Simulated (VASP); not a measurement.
# Ir (Fm-3m) in VASP: a series of runs, part 2 of 2

VASP 6.6.1. Earlier steps stand in the parts before.

## (3) Single point, PBE

Contents of INCAR:

```
SYSTEM = Ir
PREC = Accurate
ENCUT = 520
EDIFF = 1E-7
ISMEAR = -1
SIGMA = 0.05
LREAL = .False.
LASPH = .True.
NELM = 100
ALGO = Normal
ISIF = 2
LWAVE = .False.
LCHARG = .False.
GGA = PE
NBANDS = 10
```

Contents of KPOINTS:

```
regular mesh
0
Gamma
  23 23 23
  0 0 0
```

Contents of POSCAR:

```
Ir
1.0
    0.0000000000      1.9352590341      1.9352590341
    1.9352590341      0.0000000000      1.9352590341
    1.9352590341      1.9352590341      0.0000000000
Ir
1
Direct
    0.0000000000      0.0000000000      0.0000000000
```

Potentials or basis: VASP PAW PBE potentials, release 64 (Ir).

The run is started by

```sh
cat potpaw_PBE.64/Ir/POTCAR > POTCAR
mpirun -np 1 vasp_std > vasp.out
```

OUTCAR:

```text
SYSTEM = Ir
   PREC = Accurate
   ENCUT = 520
   EDIFF = 1E-7
   ISMEAR = -1
   LREAL = .False.
   LASPH = .True.
   NELM = 100
   ISIF = 2
   GGA = PE

 ion  position               nearest neighbor table
   1  0.000  0.000  0.000-

  LATTYP: Found a face centered cubic cell.
 ALAT       =     3.8705180682

  Lattice vectors:

 A1 = (   0.0000000000,   1.9352590341,   1.9352590341)
 A2 = (   1.9352590341,   0.0000000000,   1.9352590341)
 A3 = (   1.9352590341,   1.9352590341,   0.0000000000)

Analysis of symmetry for initial positions (statically):
=====================================================================
 Subroutine PRICEL returns:
 Original cell was already a primitive cell.

 Routine SETGRP: Setting up the symmetry group for a
 face centered cubic supercell.

 Subroutine GETGRP returns: Found 48 space group operations
 (whereof 48 operations were pure point group operations)
 out of a pool of 48 trial point group operations.

The static configuration has the point symmetry O_h .

Analysis of symmetry for dynamics (positions and initial velocities):
=====================================================================
 Subroutine PRICEL returns:
 Original cell was already a primitive cell.

 Routine SETGRP: Setting up the symmetry group for a
 face centered cubic supercell.

 Subroutine GETGRP returns: Found 48 space group operations
 (whereof 48 operations were pure point group operations)
 out of a pool of 48 trial point group operations.

The dynamic configuration has the point symmetry O_h .

 Subroutine INISYM returns: Found 48 space group operations
 (whereof 48 operations are pure point group operations),
 and found     1 'primitive' translations

----------------------------------------------------------------------------------------

                                     Primitive cell

  volume of cell :      14.4960

  direct lattice vectors                    reciprocal lattice vectors
     0.000000000  1.935259034  1.935259034    -0.258363346  0.258363346  0.258363346
     1.935259034  0.000000000  1.935259034     0.258363346 -0.258363346  0.258363346
     1.935259034  1.935259034  0.000000000     0.258363346  0.258363346 -0.258363346

  length of vectors
     2.736869573  2.736869573  2.736869573     0.447498443  0.447498443  0.447498443

  position of ions in fractional coordinates (direct lattice)
     0.000000000  0.000000000  0.000000000

  ion indices of the primitive-cell ions
   primitive index   ion index
                 1           1

----------------------------------------------------------------------------------------

 KPOINTS: regular mesh

Automatic generation of k-mesh.
 Grid dimensions read from file:
 generate k-points for:   23   23   23

 Generating k-lattice:

  Cartesian coordinates                     Fractional coordinates (reciprocal lattice)
    -0.011233189  0.011233189  0.011233189     0.043478261  0.000000000  0.000000000
     0.011233189 -0.011233189  0.011233189     0.000000000  0.043478261  0.000000000
     0.011233189  0.011233189 -0.011233189     0.000000000  0.000000000  0.043478261

  Length of vectors
     0.019456454  0.019456454  0.019456454

  Shift w.r.t. Gamma in fractional coordinates (k-lattice)
     0.000000000  0.000000000  0.000000000

 Subroutine IBZKPT returns following result:
 ===========================================

 Found    364 irreducible k-points:

 Following reciprocal coordinates:
            Coordinates               Weight
  0.000000  0.000000  0.000000      1.000000
  0.043478  0.000000  0.000000      8.000000
  0.086957  0.000000  0.000000      8.000000
  0.130435  0.000000  0.000000      8.000000
  0.173913  0.000000  0.000000      8.000000
  0.217391  0.000000  0.000000      8.000000
[... 16 lines left out ...]
  0.478261  0.043478  0.000000     24.000000
 -0.478261  0.043478  0.000000     24.000000
 [... further k-points ...]
   k-points           NKPTS =    364   k-points in BZ     NKDIM =    364   number of bands    NBANDS=     10
   number of dos      NEDOS =    301   number of ions     NIONS =      1
   total plane-waves  NPLWV =   8000
   dimension x,y,z NGX =    20 NGY =   20 NGZ =   20
   dimension x,y,z NGXF=    40 NGYF=   40 NGZF=   40
   ions per type =               1
   NGX,Y,Z   is equivalent  to a cutoff of  12.15, 12.15, 12.15 a.u.
   NGXF,Y,Z  is equivalent  to a cutoff of  24.30, 24.30, 24.30 a.u.
 SYSTEM =  Ir
   PREC   = accura    normal or accurate (medium, high low for compatibility)
   ISTART =      0    job   : 0-new  1-cont  2-samecut
   ICHARG =      2    charge: 1-file 2-atom 10-const
   ISPIN  =      1    spin polarized calculation?
   LNONCOLLINEAR =      F non collinear calculations
   LSORBIT =      F    spin-orbit coupling
   LASPH  =      T    aspherical Exc in radial PAW
   ENCUT  =  520.0 eV  38.22 Ry    6.18 a.u.   5.09  5.09  5.09*2*pi/ulx,y,z
   NELM   =    100;   NELMIN=  2; NELMDL= -5     # of ELM steps
   EDIFF  = 0.1E-06   stopping-criterion for ELM
   LREAL  =      F    real-space projection
   EDIFFG = 0.1E-05   stopping-criterion for IOM
   NSW    =      0    number of steps for IOM
   IBRION =     -1    ionic relax: 0-MD 1-quasi-New 2-CG
   NFREE  =      0    steps in history (QN), initial steepest desc. (CG)
   ISIF   =      2    stress and relaxation
   ISYM   =      2    0-nonsym 1-usesym 2-fastsym
   POTIM  = 0.5000    time-step for ionic-motion
   TEBEG  =    0.0;   TEEND  =   0.0 temperature during run
   PSTRESS=    0.0 pullay stress
   NELECT =       9.0000    total number of electrons
   NUPDOWN=      -1.0000    fix difference up-down
   EMIN   =  10.00;   EMAX   =-10.00  energy-range for DOS
   EFERMI =   0.00;   METHOD = LEGACY
   ISMEAR =    -1;   SIGMA  =   0.05  broadening in eV -4-tet -1-fermi 0-gaus
   EFERMI_NEDOS =   21; number of points for ismear=-14 and -15
   IALGO  =     38    algorithm
   IMIX   =      4    mixing-type and parameters
     AMIX     =   0.40;   BMIX     =  1.00
     AMIX_MAG =   1.60;   BMIX_MAG =  1.00
  volume/ion in A,a.u.               =      14.50        97.82
  Fermi-wavevector in a.u.,A,eV,Ry     =   1.396604  2.639199 26.538195  1.950502
  Thomas-Fermi vector in A             =   2.519942
   LORBIT       =      0    0 simple, 1 ext, 2 COOP (PROOUT), +10 PAW based schemes
   GGA     = PE    functional components
   LHFCALC =     F    Hartree Fock is set to
   AEXX    =    0.0000 exact exchange contribution
   IVDW    =     0    specifies the selected vdW correction
   LEPSILON=     F    determine dielectric tensor
   LRPA    =     F    only Hartree local field effects (RPA)
 non-spin polarized calculation
  energy-cutoff  :      520.00
  volume of cell :       14.50
 maximum number of plane-waves:       398
   NGX = 11   NGY = 11   NGZ = 11

 number of electron       9.0000000 magnetization

 Free energy of the ion-electron system (eV)
  ---------------------------------------------------
  ext. energy  EPLUGINS =         0.00000000
  ---------------------------------------------------
  free energy    TOTEN  =        -8.85607362 eV

  energy without entropy =       -8.84950271  energy(sigma->0) =       -8.85278817

 E-fermi :   9.9597     XC(G=0): -13.8437

 val. band max:        9.9422187932   @ k =  -0.3478   0.3043   0.0000
 cond. band min:       9.9644532356   @ k =  -0.3043   0.3478   0.0435
 fundamental gap:      0.0222344424
 Fermi energy:         9.9596730377

 k-point     1 :       0.0000    0.0000    0.0000
  band No.  band energies     occupation
      1      -0.8703      2.00000
      2       6.2430      2.00000
      3       6.2430      2.00000
      4       6.2430      2.00000
      5       8.8289      2.00000
      6       8.8289      2.00000
      7      24.3598      0.00000
      8      29.8015      0.00000
      9      29.8015      0.00000
     10      29.8015      0.00000
[... 287 lines left out ...]
 k-point    24 :      -0.4783    0.0435    0.0000
  band No.  band energies     occupation
      1       2.2115      2.00000
      2       6.0826      2.00000
      3       6.2023      2.00000
      4       8.9139      2.00000
      5      10.8072      0.00000
      6      11.2786      0.00000
      7      16.9832      0.00000
      8      24.0373      0.00000
      9      29.3449      0.00000
     10      29.5594      0.00000

 [... further k-points ...]

------------------------ aborting loop because EDIFF is reached ----------------------------------------

  FORCE on cell =-STRESS in cart. coord.  units (eV):
  Direction    XX          YY          ZZ          XY          YZ          ZX
  --------------------------------------------------------------------------------------
  -------------------------------------------------------------------------------------
  Total        0.0450983      0.0450983      0.0450983      0.0000000      0.0000000     -0.0000000
  in kB        4.9845195      4.9845195      4.9845195      0.0000000      0.0000000     -0.0000000
  external PRESSURE =       4.9845195 kB  Pullay stress =       0.0000000 kB

 VOLUME and BASIS-vectors are now :
 -----------------------------------------------------------------------------
  energy-cutoff  :      520.00
  volume of cell :       14.50
      direct lattice vectors                 reciprocal lattice vectors
     0.000000000  1.935259034  1.935259034    -0.258363346  0.258363346  0.258363346
     1.935259034  0.000000000  1.935259034     0.258363346 -0.258363346  0.258363346
     1.935259034  1.935259034  0.000000000     0.258363346  0.258363346 -0.258363346

 POSITION                                       TOTAL-FORCE (eV/Angst)
 -----------------------------------------------------------------------------------
      0.00000      0.00000      0.00000         0.000000     -0.000000      0.000000
 -----------------------------------------------------------------------------------
    total drift:                                0.000000      0.000000      0.000000

  FREE ENERGIE OF THE ION-ELECTRON SYSTEM (eV)
  ---------------------------------------------------
  free  energy   TOTEN  =        -8.8560736246 eV

  energy  without entropy=       -8.8495027148  energy(sigma->0) =       -8.85278817
```

OSZICAR:

```text
N       E                     dE             d eps       ncg     rms          rms(c)
DAV:   1     0.484019646707E+02    0.48402E+02   -0.43445E+03  7336   0.815E+02
DAV:   2    -0.852315129846E+01   -0.56925E+02   -0.54119E+02  7446   0.196E+02
DAV:   3    -0.941442104623E+01   -0.89127E+00   -0.88914E+00  8494   0.301E+01
DAV:   4    -0.942265426229E+01   -0.82332E-02   -0.82318E-02  8270   0.267E+00
DAV:   5    -0.942282059543E+01   -0.16633E-03   -0.16633E-03  8316   0.366E-01    0.143E+01
DAV:   6    -0.894534384594E+01    0.47748E+00   -0.86713E-01  8134   0.114E+01    0.574E+00
DAV:   7    -0.886204417548E+01    0.83300E-01   -0.26055E-01  8618   0.572E+00    0.148E+00
DAV:   8    -0.885864320451E+01    0.34010E-02   -0.21776E-03  7870   0.495E-01    0.941E-01
DAV:   9    -0.885606651937E+01    0.25767E-02   -0.16693E-03  8236   0.564E-01    0.127E-02
DAV:  10    -0.885607296083E+01   -0.64415E-05   -0.91023E-06  9784   0.265E-02    0.233E-02
DAV:  11    -0.885607365399E+01   -0.69317E-06   -0.67381E-07  7968   0.952E-03    0.675E-04
DAV:  12    -0.885607362464E+01    0.29347E-07   -0.90948E-09  4474   0.914E-04
   1 F= -.88560736E+01 E0= -.88527882E+01  d E =-.657091E-02
```

stdout:

```text
POSCAR found type information on POSCAR Ir
 POSCAR found :  1 types and       1 ions
 scaLAPACK will be used
 LDA part: xc-table for (Slater+PW92), standard interpolation
 POSCAR, INCAR and KPOINTS ok, starting setup
 FFT: planning ... GRIDC
 FFT: planning ... GRID_SOFT
 FFT: planning ... GRID
 WAVECAR not read
 entering main loop
```

Wall time 44 s (1 thread of Intel Xeon 8259CL, shared host); peak memory 0.17 GiB.

What came out:

```yaml
Free_energy: -8.8561 eV
Pressure: 0.5 GPa
Band_gap_on_the_k_mesh: zero (an odd number of electrons rules out a gap without spin polarisation)
```

Caveat: spin-orbit coupling is left out, which moves the levels of the heavy elements.

## (4) Relaxation of cell and atoms, PBE

This run uses another cell than the first one, of 14.15 Å³/atom.

Contents of INCAR:

```
PREC = Accurate
ENCUT = 600
EDIFF = 1E-7
ISMEAR = -1
SIGMA = 0.05
LREAL = False
LASPH = True
NELM = 80
ALGO = Normal
ISIF = 3
LWAVE = False
LCHARG = False
GGA = PE
IBRION = 2
NSW = 100
EDIFFG = -0.003
```

Contents of KPOINTS:

```
regular mesh
0
Gamma
  23 23 23
```

Contents of POSCAR:

```
Ir
1.0
    0.0000000000      1.9197000000      1.9197000000
    1.9197000000      0.0000000000      1.9197000000
    1.9197000000      1.9197000000      0.0000000000
Ir
1
Direct
    0.0000000000      0.0000000000      0.0000000000
```

The run is started by

```sh
cat potpaw_PBE.64/Ir/POTCAR > POTCAR
mpirun -np 1 vasp_std > vasp.out
```

Wall time 1.9 min (1 thread of Intel Xeon 8259CL, shared host); peak memory 0.2 GiB.

It converged, with:

| Quantity | Value |
| --- | --- |
| Free energy | -8.8563 eV |
| Relaxed volume | 14.52 Å³/atom |
| Relaxed cell | a = 2.738 Å, b = 2.738 Å, c = 2.738 Å, α = 60.00°, β = 60.00°, γ = 60.00° |
| Space group after relaxing (to 0.1 Å) | Fm-3m (No. 225) |
| Energy gained by relaxing | 10.9 meV/atom |
| Ionic steps | 4 |
| Pressure after relaxing | 0.0 GPa |
| Band gap on the k mesh | zero (an odd number of electrons rules out a gap without spin polarisation) |

Step by step:
```csv
step,energy change (eV),largest force (eV/Å),pressure (GPa),volume (Å³)
1,0.0000,0.0000,9.67,14.15
2,0.1193,0.0000,-26.00,15.97
3,-0.0108,0.0000,-0.37,14.54
4,-0.0109,0.0000,-0.03,14.52
```

Final structure:
```
CELL_PARAMETERS angstrom
0.00000 1.93639 1.93639
1.93639 0.00000 1.93639
1.93639 1.93639 0.00000
ATOMIC_POSITIONS crystal
Ir 0.00000 0.00000 0.00000
```

Levels at points of the mesh, in eV from the Fermi level:
| k point | band 1 | band 2 | band 3 | band 4 | band 5 | band 6 | band 7 | band 8 |
| --- | --- | --- | --- | --- | --- | --- | --- | --- |
| (0.00, 0.00, 0.00) | -10.81 | -3.71 | -3.71 | -3.71 | -1.13 | -1.13 | 14.40 | 19.83 |

Caveat: spin-orbit coupling is left out, which moves the levels of the heavy elements. PBE usually gives volumes a little too large and moduli too small.
